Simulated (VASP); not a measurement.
Wanted: the native input for a VASP 6.6.1 run.

- Task: single point
- Functional: PBEsol
- Dispersion: D3(BJ)
- Potentials or basis: VASP PAW PBE potentials, release 64 (Ti_sv, Al)
- Cutoff: 520 eV
- k mesh: 10 × 10 × 3
- Occupations: fermi-dirac, width 0.05 eV
- Spin: no spin polarisation
- Dipole correction: no
- Further INCAR settings: ALGO = Fast; EDIFF = 1e-06; NBANDS = 28

The structure of Ti3Al lies in POSCAR:

```
Ti3Al
1.0
    2.8567694629      0.0000000000      0.0000000000
   -1.4283847314      2.4740349276      0.0000000000
    0.0000000000      0.0000000000      9.0518625867
Ti Al
3 1
Direct
    0.3333333333      0.6666666667      0.2490200758
    0.3333333333      0.6666666667      0.7509799242
    0.6666666667      0.3333333333      0.0000000000
    0.6666666667      0.3333333333      0.5000000000
```

One way to write it, as run:

INCAR

```
SYSTEM = Ti3Al
  PREC = Accurate
  ENCUT = 520
  EDIFF = 1E-6
  ISMEAR = -1
  SIGMA = 0.05
  LREAL = .False.
  LASPH = .True.
  NELM = 80
  ALGO = Fast
  ISIF = 2
  LWAVE = .False.
  LCHARG = .False.
  GGA = PS
  IVDW = 12
  NBANDS = 28
```

KPOINTS

```
Automatic mesh
0
Gamma
  10 10 3
  0 0 0
```

Potentials or basis: VASP PAW PBE potentials, release 64 (Ti_sv, Al).

Command:

```console
$ cat potpaw_PBE.64/Ti_sv/POTCAR potpaw_PBE.64/Al/POTCAR > POTCAR
$ mpirun -np 1 vasp_std > vasp.out
```

Results of the run:

The pressure is -1.4 GPa and the largest force is 0.013 eV/Å. The dispersion energy per atom is -0.560 eV.

Caveat: three body term missing; the PAW data sets were made with another functional, which shifts forces and pressure a little; pairwise dispersion overbinds metals, which lowers pressure and volume.

Wall time 5.2 min on 1 thread of AMD EPYC 7R43 64-Core Processor (Zen 3) (shared host), peak memory 0.18 GiB.
